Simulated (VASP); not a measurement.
# NiO2 (R-3m) in VASP: a series of runs

Runs on NiO2. Level: LDA+U. Tasks: single point.

Program: VASP 6.6.1. These are calculated values, not measurements. Logs are shortened: lines on timing, memory, paths and dates and some standing lists are left out, and cuts for length are marked.

## Step 1: The cell of the first run

It takes space group R-3m (No. 166, trigonal). Conventional cell: a = 2.804 Å, b = 2.804 Å, c = 20.923 Å, α = 90.00°, β = 90.00°, γ = 120.00°. Ni (site symmetry -3m) has 6 O at 1.88 Å within 2.5 Å. Within 2.5 Å of O (site symmetry 3m) lie 3 Ni at 1.88 Å and 3 O at 2.50 Å.

## Step 2: Single point, LDA+U, collinear spin, ferromagnetic start

The input, INCAR:

```
SYSTEM = NiO2
ALGO = Normal
EDIFF = 1E-6
ENCUT = 600
GGA_COMPAT = .False.
ISIF = 2
ISMEAR = -1
ISPIN = 2
LASPH = .True.
LCHARG = .False.
LDAU = .True.
LDAUJ = 0 0
LDAUL = 2 -1
LDAUPRINT = 1
LDAUTYPE = 2
LDAUU = 5 0
LMAXMIX = 4
LORBIT = 11
LREAL = .False.
LWAVE = .False.
MAGMOM = 1 0 0
NBANDS = 22
NELM = 200
PREC = Accurate
SIGMA = 0.1
```

The input, KPOINTS:

```
k-points
0
Gamma
  9 9 9
  0 0 0
```

The input, POSCAR:

```
NiO2
1.0
    1.4021290000      0.8095195556      6.9742946667
   -1.4021290000      0.8095195556      6.9742946667
    0.0000000000     -1.6190391112      6.9742946667
Ni O
1 2
Direct
    0.0000000000      0.0000000000      0.0000000000
    0.6212106667      0.6212106667      0.6212106667
    0.3787893333      0.3787893333      0.3787893333
```

Potentials or basis: VASP PAW LDA potentials, release 64 (Ni, O).

The run is started by

```
cat potpaw_LDA.64/Ni/POTCAR potpaw_LDA.64/O/POTCAR > POTCAR
mpirun -np 1 vasp_std > vasp.out
```

OUTCAR:

```text
SYSTEM = NiO2
   EDIFF = 1E-6
   ENCUT = 600
   ISIF = 2
   ISMEAR = -1
   ISPIN = 2
   LASPH = .True.
   LORBIT = 11
   LREAL = .False.
   NELM = 200
   PREC = Accurate

 ion  position               nearest neighbor table
   1  0.000  0.000  0.000-   2 1.88   2 1.88   3 1.88   3 1.88   2 1.88   3 1.88
   2  0.621  0.621  0.621-   1 1.88   1 1.88   1 1.88
   3  0.379  0.379  0.379-   1 1.88   1 1.88   1 1.88

  LATTYP: Found a trigonal (rhomboedric) cell.
 ALAT       =     7.1597537487
 COS(alpha) =     0.9232974560

  Lattice vectors:

 A1 = (   1.4021290000,   0.8095195556,   6.9742946667)
 A2 = (  -1.4021290000,   0.8095195556,   6.9742946667)
 A3 = (   0.0000000000,  -1.6190391112,   6.9742946667)

Analysis of symmetry for initial positions (statically):
=====================================================================
 Subroutine PRICEL returns:
 Original cell was already a primitive cell.

 Routine SETGRP: Setting up the symmetry group for a
 trigonal (rhombohedral) supercell.

 Subroutine GETGRP returns: Found 12 space group operations
 (whereof 12 operations were pure point group operations)
 out of a pool of 12 trial point group operations.

The static configuration has the point symmetry D_3d.

Analysis of symmetry for dynamics (positions and initial velocities):
=====================================================================
 Subroutine PRICEL returns:
 Original cell was already a primitive cell.

 Routine SETGRP: Setting up the symmetry group for a
 trigonal (rhombohedral) supercell.

 Subroutine GETGRP returns: Found 12 space group operations
 (whereof 12 operations were pure point group operations)
 out of a pool of 12 trial point group operations.

The dynamic configuration has the point symmetry D_3d.

Analysis of structural, dynamic, and magnetic symmetry:
=====================================================================
 Subroutine PRICEL returns:
 Original cell was already a primitive cell.

 Routine SETGRP: Setting up the symmetry group for a
 trigonal (rhombohedral) supercell.

 Subroutine GETGRP returns: Found 12 space group operations
 (whereof 12 operations were pure point group operations)
 out of a pool of 12 trial point group operations.

The overall configuration has the point symmetry D_3d.

 Subroutine INISYM returns: Found 12 space group operations
 (whereof 12 operations are pure point group operations),
 and found     1 'primitive' translations

----------------------------------------------------------------------------------------

                                     Primitive cell

  volume of cell :      47.4971

  direct lattice vectors                    reciprocal lattice vectors
     1.402129000  0.809519556  6.974294667     0.356600570  0.205883435  0.047794558
    -1.402129000  0.809519556  6.974294667    -0.356600570  0.205883435  0.047794558
     0.000000000 -1.619039111  6.974294667     0.000000000 -0.411766870  0.047794558

  length of vectors
     7.159753749  7.159753749  7.159753749     0.414531392  0.414531392  0.414531392

  position of ions in fractional coordinates (direct lattice)
     0.000000000  0.000000000  0.000000000
     0.621210667  0.621210667  0.621210667
     0.378789333  0.378789333  0.378789333

  ion indices of the primitive-cell ions
   primitive index   ion index
                 1           1
                 2           2
                 3           3

----------------------------------------------------------------------------------------

 KPOINTS: k-points

Automatic generation of k-mesh.
 Grid dimensions read from file:
 generate k-points for:    9    9    9

 Generating k-lattice:

  Cartesian coordinates                     Fractional coordinates (reciprocal lattice)
     0.039622286  0.022875937  0.005310506     0.111111111 -0.000000000  0.000000000
    -0.039622286  0.022875937  0.005310506    -0.000000000  0.111111111  0.000000000
     0.000000000 -0.045751874  0.005310506     0.000000000  0.000000000  0.111111111

  Length of vectors
     0.046059044  0.046059044  0.046059044

  Shift w.r.t. Gamma in fractional coordinates (k-lattice)
     0.000000000  0.000000000  0.000000000

 Subroutine IBZKPT returns following result:
 ===========================================

 Found     85 irreducible k-points:

 Following reciprocal coordinates:
            Coordinates               Weight
  0.000000  0.000000  0.000000      1.000000
  0.111111 -0.000000  0.000000      6.000000
  0.222222 -0.000000  0.000000      6.000000
  0.333333  0.000000 -0.000000      6.000000
  0.444444 -0.000000  0.000000      6.000000
  0.111111  0.111111  0.000000      6.000000
[... 16 lines left out ...]
 -0.333333  0.333333  0.000000      6.000000
  0.444444  0.444444 -0.000000      6.000000
 [... further k-points ...]
   k-points           NKPTS =     85   k-points in BZ     NKDIM =     85   number of bands    NBANDS=     22
   number of dos      NEDOS =    301   number of ions     NIONS =      3
   total plane-waves  NPLWV = 216000
   dimension x,y,z NGX =    60 NGY =   60 NGZ =   60
   dimension x,y,z NGXF=   120 NGYF=  120 NGZF=  120
   ions per type =               1   2
   NGX,Y,Z   is equivalent  to a cutoff of  13.93, 13.93, 13.93 a.u.
   NGXF,Y,Z  is equivalent  to a cutoff of  27.86, 27.86, 27.86 a.u.
 SYSTEM =  NiO2
   PREC   = accura    normal or accurate (medium, high low for compatibility)
   ISTART =      0    job   : 0-new  1-cont  2-samecut
   ICHARG =      2    charge: 1-file 2-atom 10-const
   ISPIN  =      2    spin polarized calculation?
   LNONCOLLINEAR =      F non collinear calculations
   LSORBIT =      F    spin-orbit coupling
   LASPH  =      T    aspherical Exc in radial PAW
   ENCUT  =  600.0 eV  44.10 Ry    6.64 a.u.  14.30 14.30 14.30*2*pi/ulx,y,z
   NELM   =    200;   NELMIN=  2; NELMDL= -5     # of ELM steps
   EDIFF  = 0.1E-05   stopping-criterion for ELM
   LREAL  =      F    real-space projection
   EDIFFG = 0.1E-04   stopping-criterion for IOM
   NSW    =      0    number of steps for IOM
   IBRION =     -1    ionic relax: 0-MD 1-quasi-New 2-CG
   NFREE  =      0    steps in history (QN), initial steepest desc. (CG)
   ISIF   =      2    stress and relaxation
   ISYM   =      2    0-nonsym 1-usesym 2-fastsym
   POTIM  = 0.5000    time-step for ionic-motion
   TEBEG  =    0.0;   TEEND  =   0.0 temperature during run
   PSTRESS=    0.0 pullay stress
   NELECT =      22.0000    total number of electrons
   NUPDOWN=      -1.0000    fix difference up-down
   EMIN   =  10.00;   EMAX   =-10.00  energy-range for DOS
   EFERMI =   0.00;   METHOD = LEGACY
   ISMEAR =    -1;   SIGMA  =   0.10  broadening in eV -4-tet -1-fermi 0-gaus
   EFERMI_NEDOS =   21; number of points for ismear=-14 and -15
   IALGO  =     38    algorithm
   IMIX   =      4    mixing-type and parameters
     AMIX     =   0.40;   BMIX     =  1.00
     AMIX_MAG =   1.60;   BMIX_MAG =  1.00
  volume/ion in A,a.u.               =      15.83       106.84
  Fermi-wavevector in a.u.,A,eV,Ry     =   1.266660  2.393641 21.829567  1.604428
  Thomas-Fermi vector in A             =   2.399849
   LORBIT       =     11    0 simple, 1 ext, 2 COOP (PROOUT), +10 PAW based schemes
 LDA+U is selected, type is set to LDAUTYPE =  2
   angular momentum for each species LDAUL =     2   -1
   U (eV)           for each species LDAUU =   5.0  0.0
   J (eV)           for each species LDAUJ =   0.0  0.0
   GGA     = CA    functional components
   LHFCALC =     F    Hartree Fock is set to
   AEXX    =    0.0000 exact exchange contribution
   IVDW    =     0    specifies the selected vdW correction
   LEPSILON=     F    determine dielectric tensor
   LRPA    =     F    only Hartree local field effects (RPA)
 spin polarized calculation
  energy-cutoff  :      600.00
  volume of cell :       47.50
 maximum number of plane-waves:      1609
 NGX is ok and might be reduce to    60
   NGX = 29   NGY = 29   NGZ = 29

 number of electron      21.9999995 magnetization       0.0018327

atom =   1  type =  1  l = 2

 onsite density matrix

spin component  1

  0.8461 -0.0000 -0.0000  0.1824  0.0000
 -0.0000  0.7585  0.0000 -0.0000  0.1824
 -0.0000  0.0000  0.9853  0.0000  0.0000
  0.1824 -0.0000  0.0000  0.7585 -0.0000
  0.0000  0.1824  0.0000 -0.0000  0.8461

spin component  2

  0.8461 -0.0000 -0.0000  0.1824  0.0000
 -0.0000  0.7585  0.0000 -0.0000  0.1824
 -0.0000  0.0000  0.9853 -0.0000  0.0000
  0.1824 -0.0000 -0.0000  0.7585 -0.0000
  0.0000  0.1824  0.0000 -0.0000  0.8461

 occupancies and eigenvectors

  o =  0.6147  v =  0.6191  0.0000  0.0000 -0.7853 -0.0000  0.0000  0.0000  0.0000  0.0000  0.0000      0.0000  0.0000  0.0000  0.0000  0.0000  0.0000  0.0000  0.0000  0.0000  0.0000
  o =  0.6147  v =  0.0000 -0.7853 -0.0000 -0.0000  0.6191  0.0000  0.0000  0.0000  0.0000  0.0000      0.0000  0.0000  0.0000  0.0000  0.0000  0.0000  0.0000  0.0000  0.0000  0.0000
  o =  0.6147  v =  0.0000  0.0000  0.0000  0.0000  0.0000  0.6191  0.0000  0.0000 -0.7853 -0.0000      0.0000  0.0000  0.0000  0.0000  0.0000  0.0000  0.0000  0.0000  0.0000  0.0000
  o =  0.6147  v =  0.0000  0.0000  0.0000  0.0000  0.0000  0.0000 -0.7853 -0.0000 -0.0000  0.6191      0.0000  0.0000  0.0000  0.0000  0.0000  0.0000  0.0000  0.0000  0.0000  0.0000
  o =  0.9853  v =  0.0000  0.0000  0.0000  0.0000  0.0000  0.0000 -0.0000  1.0000 -0.0000 -0.0000      0.0000  0.0000  0.0000  0.0000  0.0000  0.0000  0.0000  0.0000  0.0000  0.0000
  o =  0.9853  v =  0.0000 -0.0000  1.0000 -0.0000 -0.0000  0.0000  0.0000  0.0000  0.0000  0.0000      0.0000  0.0000  0.0000  0.0000  0.0000  0.0000  0.0000  0.0000  0.0000  0.0000
  o =  0.9899  v = -0.7853  0.0000  0.0000 -0.6191 -0.0000  0.0000  0.0000  0.0000  0.0000  0.0000      0.0000  0.0000  0.0000  0.0000  0.0000  0.0000  0.0000  0.0000  0.0000  0.0000
  o =  0.9899  v =  0.0000 -0.6191 -0.0000  0.0000 -0.7853  0.0000  0.0000  0.0000  0.0000  0.0000      0.0000  0.0000  0.0000  0.0000  0.0000  0.0000  0.0000  0.0000  0.0000  0.0000
  o =  0.9899  v =  0.0000  0.0000  0.0000  0.0000  0.0000 -0.7853  0.0000  0.0000 -0.6191 -0.0000      0.0000  0.0000  0.0000  0.0000  0.0000  0.0000  0.0000  0.0000  0.0000  0.0000
  o =  0.9899  v =  0.0000  0.0000  0.0000  0.0000  0.0000  0.0000 -0.6191 -0.0000  0.0000 -0.7853      0.0000  0.0000  0.0000  0.0000  0.0000  0.0000  0.0000  0.0000  0.0000  0.0000

 number of electron      21.9999995 magnetization      -0.0000927

 Free energy of the ion-electron system (eV)
  ---------------------------------------------------
  ext. energy  EPLUGINS =         0.00000000
  ---------------------------------------------------
  free energy    TOTEN  =       -17.32451430 eV

  energy without entropy =      -17.32437603  energy(sigma->0) =      -17.32444516

 E-fermi :  -1.1911     XC(G=0):  -8.2763

 val. band max:       -2.0909458493   @ k =  -0.1111   0.1111   0.1111
 cond. band min:      -0.3223136676   @ k =   0.4444   0.4444   0.2222
 fundamental gap:      1.7686321817
 Fermi energy:        -1.1911020542

 spin component 1

 k-point     1 :       0.0000    0.0000    0.0000
  band No.  band energies     occupation
      1     -20.4770      1.00000
      2     -18.1541      1.00000
      3      -7.5061      1.00000
      4      -7.1509      1.00000
      5      -7.1509      1.00000
      6      -4.9862      1.00000
[... 574 lines left out ...]
      6      -5.7886      1.00000
[... 14 lines left out ...]
     21      18.1789      0.00000
     22      19.5923      0.00000

 [... further k-points ...]

 spin component 2

 k-point     1 :       0.0000    0.0000    0.0000
  band No.  band energies     occupation
      1     -20.4770      1.00000
      2     -18.1541      1.00000
      3      -7.5061      1.00000
      4      -7.1510      1.00000
      5      -7.1510      1.00000
      6      -4.9862      1.00000
[... 574 lines left out ...]
      6      -5.7886      1.00000
[... 14 lines left out ...]
     21      18.1789      0.00000
     22      19.5922      0.00000

 [... further k-points ...]

------------------------ aborting loop because EDIFF is reached ----------------------------------------

  FORCE on cell =-STRESS in cart. coord.  units (eV):
  Direction    XX          YY          ZZ          XY          YZ          ZX
  --------------------------------------------------------------------------------------
  -------------------------------------------------------------------------------------
  Total       -4.1334814     -4.1334814     -2.4383996      0.0000000      0.0000000      0.0000000
  in kB     -139.4311173   -139.4311173    -82.2524033      0.0000000      0.0000000      0.0000000
  external PRESSURE =    -120.3715460 kB  Pullay stress =       0.0000000 kB

 VOLUME and BASIS-vectors are now :
 -----------------------------------------------------------------------------
  energy-cutoff  :      600.00
  volume of cell :       47.50
      direct lattice vectors                 reciprocal lattice vectors
     1.402129000  0.809519556  6.974294667     0.356600570  0.205883435  0.047794558
    -1.402129000  0.809519556  6.974294667    -0.356600570  0.205883435  0.047794558
     0.000000000 -1.619039111  6.974294667     0.000000000 -0.411766870  0.047794558

 POSITION                                       TOTAL-FORCE (eV/Angst)
 -----------------------------------------------------------------------------------
      0.00000      0.00000      0.00000         0.000000     -0.000000      0.000000
      0.00000      0.00000     12.99752         0.000000      0.000000      1.235625
      0.00000      0.00000      7.92537         0.000000     -0.000000     -1.235625
 -----------------------------------------------------------------------------------
    total drift:                                0.000000      0.000000      0.000000

  FREE ENERGIE OF THE ION-ELECTRON SYSTEM (eV)
  ---------------------------------------------------
  free  energy   TOTEN  =       -17.3245142957 eV

  energy  without entropy=      -17.3243760262  energy(sigma->0) =      -17.32444516

 total charge

# of ion       s       p       d       tot
------------------------------------------
    1        0.498   0.790   8.352   9.639
    2        1.577   3.288   0.000   4.865
    3        1.577   3.288   0.000   4.865
--------------------------------------------------
tot          3.652   7.366   8.352  19.370

 magnetization (x)

# of ion       s       p       d       tot
------------------------------------------
    1       -0.000  -0.000  -0.000  -0.000
    2        0.000   0.000   0.000   0.000
    3        0.000   0.000   0.000   0.000
--------------------------------------------------
tot         -0.000   0.000  -0.000  -0.000
```

It took 21 min on 1 thread of Intel Xeon Platinum 8259CL at 2.50GHz (Skylake/Cascade Lake), shared host; peak memory 0.48 GiB.

Results:

* Free energy: -17.3245 eV
* Pressure: -12.0 GPa
* Largest force: 1.236 eV/Å
* Band gap on the k mesh: 1.77 eV (least direct gap 1.78 eV)
* Net moment: 0.00 μB per cell
* Valence electrons inside the program's atomic spheres: Ni 9.64; O 4.87

Forces in eV/Å, atoms in the order of the input:
```
Ni   0.000  0.000  0.000
O    0.000  0.000  1.236
O    0.000  0.000 -1.236
```

Stress tensor (GPa, compression positive):
```
-13.94   0.00   0.00
  0.00 -13.94   0.00
  0.00   0.00  -8.23
```

Eigenvalues of the final occupation matrices:
```csv
site,spin,trace,eigenvalues
site 1 d,1,4.19,0.61 0.61 0.99 0.99 0.99
site 1 d,2,4.19,0.61 0.61 0.99 0.99 0.99
```

Caveat: the stress differs along the axes, from -14 to -8 GPa; the moments typed at the start vanished in this run; forces of over 1 eV/Å act on the atoms, so gaps and moduli don't describe the material at rest.

(Continued in part 2 of 2.)
